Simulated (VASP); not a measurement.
# Fe (Fm-3m) in VASP: further runs

Fe is run at these levels: PBE; tasks: single point.

Program: VASP 6.6.1. These are calculated values, not measurements. Logs are shortened: lines on timing, memory, paths and dates and some standing lists are left out, and cuts for length are marked.

**1. The cell of the first run**

Symmetry: Fm-3m, No. 225, cubic system. Conventional cell: a = 3.569 Å, b = 3.569 Å, c = 3.569 Å, α = 90.00°, β = 90.00°, γ = 90.00°. Fe (site symmetry m-3m) has 12 Fe at 2.52 Å within 3.3 Å.

**2. Single point, PBE, collinear spin, ferromagnetic start**

The input, INCAR:

```
SYSTEM = Fe
PREC = Accurate ; ENCUT = 520
EDIFF = 1E-7 ; ISMEAR = -1
SIGMA = 0.1 ; LREAL = .FALSE.
LASPH = .TRUE. ; NELM = 150
ALGO = Normal ; ISIF = 2
LWAVE = .FALSE. ; LCHARG = .FALSE.
ISPIN = 2 ; MAGMOM = 2.29
LORBIT = 11 ; NUPDOWN = 2.29
LMAXMIX = 4 ; GGA = PE
NBANDS = 14
```

The input, KPOINTS:

```
regular mesh
0
G
  12 12 12
  0 0 0
```

The input, POSCAR:

```
Fe
1.0
    0.0000000000      1.7845000000      1.7845000000
    1.7845000000      0.0000000000      1.7845000000
    1.7845000000      1.7845000000      0.0000000000
Fe
1
Direct
    0.0000000000      0.0000000000      0.0000000000
```

Potentials or basis: VASP PAW PBE potentials, release 64 (Fe).

On the command line:

```bash
> cat potpaw_PBE.64/Fe/POTCAR > POTCAR
> mpirun -np 1 vasp_std > vasp.out
```

OUTCAR:

```text
SYSTEM = Fe
   PREC = Accurate
   ENCUT = 520
   EDIFF = 1E-7
   ISMEAR = -1
   LREAL = .FALSE.
   LASPH = .TRUE.
   NELM = 150
   ISIF = 2
   ISPIN = 2
   LORBIT = 11
   NUPDOWN = 2.29
   GGA = PE

 ion  position               nearest neighbor table
   1  0.000  0.000  0.000-

  LATTYP: Found a face centered cubic cell.
 ALAT       =     3.5690000000

  Lattice vectors:

 A1 = (   0.0000000000,   1.7845000000,   1.7845000000)
 A2 = (   1.7845000000,   0.0000000000,   1.7845000000)
 A3 = (   1.7845000000,   1.7845000000,   0.0000000000)

Analysis of symmetry for initial positions (statically):
=====================================================================
 Subroutine PRICEL returns:
 Original cell was already a primitive cell.

 Routine SETGRP: Setting up the symmetry group for a
 face centered cubic supercell.

 Subroutine GETGRP returns: Found 48 space group operations
[... 9 lines left out ...]

 Routine SETGRP: Setting up the symmetry group for a
 face centered cubic supercell.

 Subroutine GETGRP returns: Found 48 space group operations
 (whereof 48 operations were pure point group operations)
 out of a pool of 48 trial point group operations.

The dynamic configuration has the point symmetry O_h .

Analysis of structural, dynamic, and magnetic symmetry:
=====================================================================
 Subroutine PRICEL returns:
 Original cell was already a primitive cell.

 Routine SETGRP: Setting up the symmetry group for a
 face centered cubic supercell.

 Subroutine GETGRP returns: Found 48 space group operations
 (whereof 48 operations were pure point group operations)
 out of a pool of 48 trial point group operations.

The overall configuration has the point symmetry O_h .

 Subroutine INISYM returns: Found 48 space group operations
[... 5 lines left out ...]
                                     Primitive cell

  volume of cell :      11.3653

  direct lattice vectors                    reciprocal lattice vectors
     0.000000000  1.784500000  1.784500000    -0.280190530  0.280190530  0.280190530
     1.784500000  0.000000000  1.784500000     0.280190530 -0.280190530  0.280190530
     1.784500000  1.784500000  0.000000000     0.280190530  0.280190530 -0.280190530

  length of vectors
     2.523664102  2.523664102  2.523664102     0.485304233  0.485304233  0.485304233

  position of ions in fractional coordinates (direct lattice)
     0.000000000  0.000000000  0.000000000

  ion indices of the primitive-cell ions
   primitive index   ion index
                 1           1

----------------------------------------------------------------------------------------

 KPOINTS: regular mesh

Automatic generation of k-mesh.
 Grid dimensions read from file:
 generate k-points for:   12   12   12

 Generating k-lattice:

  Cartesian coordinates                     Fractional coordinates (reciprocal lattice)
    -0.023349211  0.023349211  0.023349211     0.083333333  0.000000000  0.000000000
     0.023349211 -0.023349211  0.023349211     0.000000000  0.083333333  0.000000000
     0.023349211  0.023349211 -0.023349211     0.000000000  0.000000000  0.083333333

  Length of vectors
     0.040442019  0.040442019  0.040442019

  Shift w.r.t. Gamma in fractional coordinates (k-lattice)
     0.000000000  0.000000000  0.000000000

 Subroutine IBZKPT returns following result:
 ===========================================

 Found     72 irreducible k-points:

 Following reciprocal coordinates:
            Coordinates               Weight
  0.000000  0.000000  0.000000      1.000000
  0.083333  0.000000  0.000000      8.000000
  0.166667  0.000000  0.000000      8.000000
  0.250000  0.000000  0.000000      8.000000
  0.333333  0.000000  0.000000      8.000000
  0.416667  0.000000  0.000000      8.000000
[... 16 lines left out ...]
  0.500000  0.166667  0.000000     24.000000
 -0.416667  0.166667  0.000000     24.000000
 [... further k-points ...]
   k-points           NKPTS =     72   k-points in BZ     NKDIM =     72   number of bands    NBANDS=     14
   number of dos      NEDOS =    301   number of ions     NIONS =      1
   total plane-waves  NPLWV =   8000
   dimension x,y,z NGX =    20 NGY =   20 NGZ =   20
   dimension x,y,z NGXF=    40 NGYF=   40 NGZF=   40
   ions per type =               1
   NGX,Y,Z   is equivalent  to a cutoff of  13.17, 13.17, 13.17 a.u.
   NGXF,Y,Z  is equivalent  to a cutoff of  26.35, 26.35, 26.35 a.u.
 SYSTEM =  Fe
   PREC   = accura    normal or accurate (medium, high low for compatibility)
   ISTART =      0    job   : 0-new  1-cont  2-samecut
   ICHARG =      2    charge: 1-file 2-atom 10-const
   ISPIN  =      2    spin polarized calculation?
   LNONCOLLINEAR =      F non collinear calculations
   LSORBIT =      F    spin-orbit coupling
   LASPH  =      T    aspherical Exc in radial PAW
   ENCUT  =  520.0 eV  38.22 Ry    6.18 a.u.   4.69  4.69  4.69*2*pi/ulx,y,z
   NELM   =    150;   NELMIN=  2; NELMDL= -5     # of ELM steps
   EDIFF  = 0.1E-06   stopping-criterion for ELM
   LREAL  =      F    real-space projection
   EDIFFG = 0.1E-05   stopping-criterion for IOM
   NSW    =      0    number of steps for IOM
   IBRION =     -1    ionic relax: 0-MD 1-quasi-New 2-CG
   NFREE  =      0    steps in history (QN), initial steepest desc. (CG)
   ISIF   =      2    stress and relaxation
   ISYM   =      2    0-nonsym 1-usesym 2-fastsym
   POTIM  = 0.5000    time-step for ionic-motion
   TEBEG  =    0.0;   TEEND  =   0.0 temperature during run
   PSTRESS=    0.0 pullay stress
   NELECT =       8.0000    total number of electrons
   NUPDOWN=       2.2900    fix difference up-down
   EMIN   =  10.00;   EMAX   =-10.00  energy-range for DOS
   EFERMI =   0.00;   METHOD = LEGACY
   ISMEAR =    -1;   SIGMA  =   0.10  broadening in eV -4-tet -1-fermi 0-gaus
   EFERMI_NEDOS =   21; number of points for ismear=-14 and -15
   IALGO  =     38    algorithm
   IMIX   =      4    mixing-type and parameters
     AMIX     =   0.40;   BMIX     =  1.00
     AMIX_MAG =   1.60;   BMIX_MAG =  1.00
  volume/ion in A,a.u.               =      11.37        76.70
  Fermi-wavevector in a.u.,A,eV,Ry     =   1.456280  2.751971 28.854583  2.120752
  Thomas-Fermi vector in A             =   2.573217
   LORBIT       =     11    0 simple, 1 ext, 2 COOP (PROOUT), +10 PAW based schemes
   GGA     = PE    functional components
   LHFCALC =     F    Hartree Fock is set to
   AEXX    =    0.0000 exact exchange contribution
   IVDW    =     0    specifies the selected vdW correction
   LEPSILON=     F    determine dielectric tensor
   LRPA    =     F    only Hartree local field effects (RPA)
 spin polarized calculation
  energy-cutoff  :      520.00
  volume of cell :       11.37
 maximum number of plane-waves:       331
   NGX =  9   NGY =  9   NGZ =  9

 number of electron       7.9999996 magnetization       2.2899998

 Free energy of the ion-electron system (eV)
  ---------------------------------------------------
  ext. energy  EPLUGINS =         0.00000000
  ---------------------------------------------------
  free energy    TOTEN  =        -8.09347819 eV

  energy without entropy =       -8.03778073  energy(sigma->0) =       -8.06562946

 E-fermi :   5.9085     XC(G=0): -13.1076

 val. band max:        5.9235775400   @ k =   0.5000   0.4167   0.0000
 cond. band min:       5.9260013786   @ k =   0.4167   0.0833   0.0000
 fundamental gap:      0.0024238387
 Fermi energy:         5.9254591647

 spin component 1

 k-point     1 :       0.0000    0.0000    0.0000
  band No.  band energies     occupation
      1      -2.6408      1.00000
      2       3.6050      1.00000
      3       3.6050      1.00000
      4       3.6050      1.00000
      5       4.6597      1.00000
      6       4.6597      1.00000
      7      28.2658      0.00000
      8      32.7247      0.00000
      9      32.7247      0.00000
     10      32.7247      0.00000
     11      35.7463      0.00000
     12      35.7463      0.00000
     13      35.7463      0.00000
     14      38.1580      0.00000

 k-point     2 :       0.0833    0.0000    0.0000
  band No.  band energies     occupation
      1      -2.3700      1.00000
      2       3.5224      1.00000
      3       3.6740      1.00000
      4       3.6740      1.00000
      5       4.6315      1.00000
      6       4.6315      1.00000
      7      27.6294      0.00000
      8      30.3478      0.00000
      9      32.3162      0.00000
     10      32.3162      0.00000
[... 362 lines left out ...]
 k-point    24 :      -0.4167    0.1667    0.0000
  band No.  band energies     occupation
      1       1.5718      1.00000
      2       2.8896      1.00000
      3       3.8327      1.00000
      4       3.8743      1.00000
      5       5.5437      0.97849
      6       8.5709      0.00000
      7      12.9512      0.00000
      8      22.6405      0.00000
      9      27.3735      0.00000
     10      28.1739      0.00000
     11      36.9459      0.00000
     12      37.2162      0.00000
     13      44.5036      0.00000
     14      47.0183      0.00000

 [... further k-points ...]

 spin component 2

 k-point     1 :       0.0000    0.0000    0.0000
  band No.  band energies     occupation
      1      -2.4119      1.00000
      2       5.6545      0.92693
      3       5.6546      0.92689
      4       5.6546      0.92689
      5       7.3815      0.00000
      6       7.3815      0.00000
      7      27.9542      0.00000
      8      33.0884      0.00000
      9      33.0884      0.00000
     10      33.0884      0.00000
     11      36.4115      0.00000
     12      36.4115      0.00000
     13      36.4116      0.00000
     14      37.5820      0.00000

 k-point     2 :       0.0833    0.0000    0.0000
  band No.  band energies     occupation
      1      -2.1395      1.00000
      2       5.5410      0.97529
      3       5.7322      0.85361
      4       5.7323      0.85357
      5       7.3419      0.00000
      6       7.3420      0.00000
      7      27.5719      0.00000
      8      30.5557      0.00000
      9      32.7818      0.00000
     10      32.7818      0.00000
[... 362 lines left out ...]
 k-point    24 :      -0.4167    0.1667    0.0000
  band No.  band energies     occupation
      1       2.8730      1.00000
      2       4.7201      0.99999
      3       5.4102      0.99320
      4       6.1970      0.05290
      5       8.0138      0.00000
      6      10.0803      0.00000
      7      14.2735      0.00000
      8      23.2078      0.00000
      9      28.0659      0.00000
     10      28.4371      0.00000
     11      37.4982      0.00000
     12      37.5081      0.00000
     13      45.0570      0.00000
     14      47.6070      0.00000

 [... further k-points ...]
[... 5 lines left out ...]
  --------------------------------------------------------------------------------------
  -------------------------------------------------------------------------------------
  Total        0.3807739      0.3807739      0.3807739     -0.0000000      0.0000000     -0.0000000
  in kB       53.6782207     53.6782207     53.6782207     -0.0000000      0.0000000     -0.0000000
  external PRESSURE =      53.6782207 kB  Pullay stress =       0.0000000 kB

 VOLUME and BASIS-vectors are now :
 -----------------------------------------------------------------------------
  energy-cutoff  :      520.00
  volume of cell :       11.37
      direct lattice vectors                 reciprocal lattice vectors
     0.000000000  1.784500000  1.784500000    -0.280190530  0.280190530  0.280190530
     1.784500000  0.000000000  1.784500000     0.280190530 -0.280190530  0.280190530
     1.784500000  1.784500000  0.000000000     0.280190530  0.280190530 -0.280190530

 POSITION                                       TOTAL-FORCE (eV/Angst)
 -----------------------------------------------------------------------------------
      0.00000      0.00000      0.00000        -0.000000      0.000000     -0.000000
 -----------------------------------------------------------------------------------
    total drift:                                0.000000      0.000000      0.000000

  FREE ENERGIE OF THE ION-ELECTRON SYSTEM (eV)
  ---------------------------------------------------
  free  energy   TOTEN  =        -8.0934781894 eV

  energy  without entropy=       -8.0377807316  energy(sigma->0) =       -8.06562946

 total charge

# of ion       s       p       d       tot
------------------------------------------
    1        0.493   0.541   6.235   7.269

 magnetization (x)

# of ion       s       p       d       tot
------------------------------------------
    1       -0.017  -0.045   2.341   2.279
```

It took 26 s on 1 thread of Intel Xeon Platinum 8259CL at 2.50GHz (Skylake/Cascade Lake), shared host; peak memory 0.14 GiB.

What came out:

```
Free energy                                           : -8.0935 eV
Pressure                                              : 5.4 GPa
Net moment                                            : 2.29 μB per cell
Site moments                                          : Fe +2.28 μB
Valence electrons inside the program's atomic spheres : Fe 7.27
```

Caveat: the total moment is fixed, so each spin has its own Fermi level.

**3. Single point, PBE, collinear spin, ferromagnetic start**

The input, INCAR:

```
SYSTEM = Fe
PREC = Accurate
ENCUT = 520
EDIFF = 1E-7
ISMEAR = -1
SIGMA = 0.1
LREAL = .FALSE.
LASPH = .TRUE.
NELM = 150
ALGO = Normal
ISIF = 2
LWAVE = .FALSE.
LCHARG = .FALSE.
ISPIN = 2
MAGMOM = 3.05
LORBIT = 11
NUPDOWN = 3.05
LMAXMIX = 4
GGA = PE
NBANDS = 14
```

KPOINTS is that of step 2.

POSCAR is that of step 2.

Potentials or basis: VASP PAW PBE potentials, release 64 (Fe).

On the command line:

```bash
> cat potpaw_PBE.64/Fe/POTCAR > POTCAR
> mpirun -np 1 vasp_std > vasp.out
```

OUTCAR:

```text
SYSTEM = Fe
   PREC = Accurate
   ENCUT = 520
   EDIFF = 1E-7
   ISMEAR = -1
   LREAL = .FALSE.
   LASPH = .TRUE.
   NELM = 150
   ISIF = 2
   ISPIN = 2
   LORBIT = 11
   NUPDOWN = 3.05
   GGA = PE

 ion  position               nearest neighbor table
   1  0.000  0.000  0.000-

  LATTYP: Found a face centered cubic cell.
 ALAT       =     3.5690000000

  Lattice vectors:

 A1 = (   0.0000000000,   1.7845000000,   1.7845000000)
 A2 = (   1.7845000000,   0.0000000000,   1.7845000000)
[... 1023 lines left out ...]
  -------------------------------------------------------------------------------------
  Total        1.9123108      1.9123108      1.9123108     -0.0000000      0.0000000      0.0000000
  in kB      269.5810799    269.5810799    269.5810799     -0.0000000      0.0000000      0.0000000
  external PRESSURE =     269.5810799 kB  Pullay stress =       0.0000000 kB

 VOLUME and BASIS-vectors are now :
 -----------------------------------------------------------------------------
  energy-cutoff  :      520.00
  volume of cell :       11.37
      direct lattice vectors                 reciprocal lattice vectors
     0.000000000  1.784500000  1.784500000    -0.280190530  0.280190530  0.280190530
     1.784500000  0.000000000  1.784500000     0.280190530 -0.280190530  0.280190530
     1.784500000  1.784500000  0.000000000     0.280190530  0.280190530 -0.280190530

 POSITION                                       TOTAL-FORCE (eV/Angst)
 -----------------------------------------------------------------------------------
      0.00000      0.00000      0.00000         0.000000      0.000000     -0.000000
 -----------------------------------------------------------------------------------
    total drift:                                0.000000      0.000000      0.000000

  FREE ENERGIE OF THE ION-ELECTRON SYSTEM (eV)
  ---------------------------------------------------
  free  energy   TOTEN  =        -7.8491818051 eV

  energy  without entropy=       -7.8159149041  energy(sigma->0) =       -7.83254835

 total charge

# of ion       s       p       d       tot
------------------------------------------
    1        0.516   0.579   6.167   7.262

 magnetization (x)

# of ion       s       p       d       tot
------------------------------------------
    1        0.007   0.018   2.971   2.995
```

OSZICAR:

```text
N       E                     dE             d eps       ncg     rms          rms(c)
DAV:   1     0.228552604159E+02    0.22855E+02   -0.37870E+03  4550   0.686E+02
DAV:   2    -0.780868159255E+01   -0.30664E+02   -0.27985E+02  4320   0.130E+02
DAV:   3    -0.860494741924E+01   -0.79627E+00   -0.79400E+00  4914   0.218E+01
DAV:   4    -0.860758104614E+01   -0.26336E-02   -0.26335E-02  4650   0.111E+00
DAV:   5    -0.860759440329E+01   -0.13357E-04   -0.13357E-04  4902   0.821E-02    0.124E+01
DAV:   6    -0.792606977571E+01    0.68152E+00   -0.78376E+00  5106   0.333E+01    0.616E+00
DAV:   7    -0.786643167583E+01    0.59638E-01   -0.31498E-01  4794   0.638E+00    0.422E+00
DAV:   8    -0.785745952462E+01    0.89722E-02   -0.53646E-03  4692   0.611E-01    0.193E+00
DAV:   9    -0.784915811210E+01    0.83014E-02   -0.61504E-03  5378   0.541E-01    0.163E-01
DAV:  10    -0.784916281177E+01   -0.46997E-05   -0.38743E-04  4494   0.143E-01    0.352E-02
DAV:  11    -0.784918017977E+01   -0.17368E-04   -0.35314E-05  4734   0.600E-02    0.299E-02
DAV:  12    -0.784918028840E+01   -0.10863E-06   -0.58869E-06  4926   0.184E-02    0.172E-02
DAV:  13    -0.784918165227E+01   -0.13639E-05   -0.12901E-06  4416   0.729E-03    0.261E-03
DAV:  14    -0.784918179828E+01   -0.14601E-06   -0.17273E-08  3342   0.114E-03    0.443E-04
DAV:  15    -0.784918180513E+01   -0.68544E-08   -0.35288E-09  2340   0.476E-04
   1 F= -.78491818E+01 E0= -.78325484E+01  d E =-.332669E-01  mag=     3.0500
```

Wall time 28 s (1 thread of Intel Xeon Platinum 8259CL at 2.50GHz (Skylake/Cascade Lake), shared host); peak memory 0.14 GiB.

Results:

* Free energy: -7.8492 eV
* Pressure: 27.0 GPa
* Net moment: 3.05 μB per cell
* Site moments: Fe +3.00 μB
* Valence electrons inside the program's atomic spheres: Fe 7.26

Caveat: the total moment is fixed, so each spin has its own Fermi level.
